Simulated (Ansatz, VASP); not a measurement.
Two plane-wave programs on BaS

The input POSCAR:

```
BaS
1.0
    0.0000000000      3.1285531347      3.1285531347
    3.1285531347      0.0000000000      3.1285531347
    3.1285531347      3.1285531347      0.0000000000
Ba S
1 1
Direct
    0.0000000000      0.0000000000      0.0000000000
    0.5000000000      0.5000000000      0.5000000000
```

File INCAR.step1:

```
SYSTEM = BaS
PREC = Accurate
ENCUT = 520
ISMEAR = -1
SIGMA = 0.05
LREAL = .FALSE.
LASPH = .TRUE.
NELM = 60
NBANDS = 15
GGA = PE
ALGO = Normal
EDIFF = 1E-4
LWAVE = .TRUE.
LCHARG = .FALSE.
```

INCAR.step2

```
SYSTEM = BaS
PREC = Accurate
ENCUT = 520
EDIFF = 1E-6
ISMEAR = -1
SIGMA = 0.05
LREAL = .FALSE.
LASPH = .TRUE.
NELM = 60
ALGO = Normal
ISIF = 2
LWAVE = .FALSE.
LCHARG = .FALSE.
METAGGA = R2SCAN
LMIXTAU = .TRUE.
NBANDS = 15
ISTART = 1
```

KPOINTS

```
regular mesh
0
G
  7 7 7
  0 0 0
```

input.yaml

```yaml
crystal:
  lattice:
    - [0.0, 3.1285531347, 3.1285531347]
    - [3.1285531347, 0.0, 3.1285531347]
    - [3.1285531347, 3.1285531347, 0.0]
  atoms:
    - { symbol: Ba, position: [0.0, 0.0, 0.0] }
    - { symbol: S, position: [0.5, 0.5, 0.5] }
hamiltonian:
  xc: r2scan
  pseudopotentials: { kind: paw }
kpoints:
  mp_grid: { grid: [7, 7, 7] }
scf:
  occupations: { method: fermi_dirac, width: 0.05 }
output:
  forces: true
  stress: true
  eigenvalues: true
```

Alike in both runs: task single point; functional r2SCAN; k mesh 7 × 7 × 7; occupations fermi-dirac, width 0.05 eV; no spin polarisation.

|  | VASP | Ansatz |
| --- | --- | --- |
| version | VASP 6.6.1 | Ansatz 0.2.0 |
| potentials or method | VASP PAW PBE potentials, release 64 (Ba_sv, S) | Ansatz PAW |
| plane-wave cutoff (eV) | 520 | 500 |
| valence electrons in the cell | 16 | 16 |

VASP gave:

| Quantity | Value |
| --- | --- |
| gap on the k mesh at the Fermi level (eV) | 2.41 |
| least direct gap on the mesh (eV) | 2.52 |
| pressure (GPa) | 5.0 |

**Question.** Estimate Ansatz's values.

**Answer.** gap on the k mesh at the Fermi level (eV): 2.51; least direct gap on the mesh (eV): 2.59; pressure (GPa): 4.2.

VASP's potentials were made for PBE, not for r2SCAN.

Spin-orbit coupling is off throughout. Noted on Ansatz's run: odd divisions of the mesh miss points on the zone boundary, where band edges often lie, so the gap on the mesh can be too wide.
